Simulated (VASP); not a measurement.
The system is ScGaN.

```
Sc Ga N
1.0
     3.87550    0.00000    0.00000
    -1.93775    3.35628    0.00000
     0.00000    0.00000    3.83681
Sc Ga N
1 1 1
Direct
  0.66667 0.33333 0.50000
  0.00000 0.00000 0.00000
  0.33333 0.66667 0.50000
```

The cell was built from a structure type or drawn by symmetry, and may not be a known phase.

- Program: VASP 6.6.1
- Task: relaxation of cell and atoms
- Functional: PBE
- Potentials or basis: VASP PAW PBE potentials, release 64 (Sc_sv, Ga_d, N_h)
- Cutoff: 910 eV
- k mesh: 6 × 6 × 4
- Occupations: gaussian, width 0.1 eV
- Spin: no spin polarisation

At the start: pressure -6.9 GPa; volume 16.64 Å³/atom.

Task: How do energy, volume and symmetry change on relaxing?

Result: Over 9 steps the energy falls by 265.4 meV/atom and the volume is 17.42 Å³/atom (+4.7 %); space group P-6m2 (No. 187, to 0.1 Å) before and after.

Step by step:
```
step  energy change (eV)  largest force (eV/Å)  pressure (GPa)  volume (Å³)
   1              0.0000                0.0000           -6.94        49.91
   2             -0.4656                0.0000            7.79        44.64
   3             -0.4655                0.0000            7.87        44.64
   4             -0.6927                0.0000            4.31        47.58
   5             -0.7838                0.0000            2.16        50.59
   6             -0.7909                0.0000            1.42        51.92
   7             -0.7917                0.0000            1.60        51.64
   8             -0.7897                0.0000           -1.64        53.00
   9             -0.7963                0.0000            0.07        52.25
```

Final structure:
```cif
data_structure
_symmetry_space_group_name_H-M 'P 1'
_symmetry_Int_Tables_number 1
_cell_length_a 3.5386
_cell_length_b 3.5386
_cell_length_c 4.8187
_cell_angle_alpha 90.000
_cell_angle_beta 90.000
_cell_angle_gamma 120.000
_cell_volume 52.25
loop_
_atom_site_label
_atom_site_type_symbol
_atom_site_fract_x
_atom_site_fract_y
_atom_site_fract_z
_atom_site_occupancy
Sc1 Sc 0.66667 0.33333 0.50000 1
Ga1 Ga 0.00000 0.00000 0.00000 1
N1 N 0.33333 0.66667 0.50000 1
```

Caveat: the k points lie up to 0.34 Å⁻¹ apart in the final cell, too coarse for converged energies and pressures of a metal; the cutoff is under 1.25 times the usual one of these potentials, so pressure, stress and relaxed cells hold a basis-set (Pulay) error; a cell axis changed by over 15 % at a fixed basis, so the end point is rough.
